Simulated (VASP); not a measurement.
La, 1 atom in the cell. Symmetry: Fm-3m, No. 225, cubic system. Conventional cell: a = 5.247 Å, b = 5.247 Å, c = 5.247 Å, α = 90.00°, β = 90.00°, γ = 90.00°. Within 4.9 Å of La (site symmetry m-3m) lie 12 La at 3.71 Å. 

| Item | Value |
| --- | --- |
| Program | VASP 6.6.1 |
| Task | single point |
| Functional | PBE |
| Potentials or basis | VASP PAW PBE potentials, release 64 (La) |
| Cutoff | 520 eV |
| k mesh | 8 × 8 × 8 |
| Occupations | fermi-dirac, width 0.1 eV |
| Spin | no spin polarisation |
| Dipole correction | no |
| Further INCAR settings | ALGO = Normal; EDIFF = 1e-07; NBANDS = 12 |

Potentials or basis: VASP PAW PBE potentials, release 64 (La).

Run with:

```console
$ cat potpaw_PBE.64/La/POTCAR > POTCAR
$ mpirun -np 1 vasp_std > vasp.out
```

Hardware: 1 thread of Intel(R) Xeon(R) Platinum 8559C (Emerald Rapids), with other jobs on the host.

Estimate the wall time of this run.

It took 16 s on 1 thread of Intel(R) Xeon(R) Platinum 8559C (Emerald Rapids) (shared host), peak memory 0.16 GiB. Counts: scf iterations 20, k points 29.
